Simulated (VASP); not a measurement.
Crystal: Hf.

```
Hf
1.0
    -1.73339    1.73339    1.73339
     1.73339   -1.73339    1.73339
     1.73339    1.73339   -1.73339
Hf
1
Cartesian
  0.0000 0.0000 0.0000
```

This isn't the form of Hf at room conditions, which is hcp.

```yaml
Program: VASP 6.6.1
Task: relaxation of cell and atoms
Functional: LDA
Potentials_or_basis: VASP PAW LDA potentials, release 64 (Hf_pv)
Cutoff: 600 eV
k_mesh: 17 × 17 × 17
Occupations: fermi-dirac, width 0.08 eV
Spin: no spin polarisation
```

At the start: pressure -2.0 GPa; volume 20.83 Å³/atom.

Question: Where does the relaxation end?

Answer: Over 3 steps the energy falls by 2.4 meV/atom and the volume is 20.45 Å³/atom (-1.8 %); space group Im-3m (No. 229, to 0.1 Å) before and after.

The path:
```tsv
step	energy change (eV)	largest force (eV/Å)	pressure (GPa)	volume (Å³)
1	0.0000	0.0000	-2.00	20.83
2	0.0003	0.0000	2.26	20.06
3	-0.0024	0.0000	-0.01	20.45
```

Final structure:
```yaml
crystal:
  lattice:
    - [-1.72272, 1.72272, 1.72272]
    - [1.72272, -1.72272, 1.72272]
    - [1.72272, 1.72272, -1.72272]
  atoms:
    - { symbol: Hf, position: [0.00000, 0.00000, 0.00000] }
```
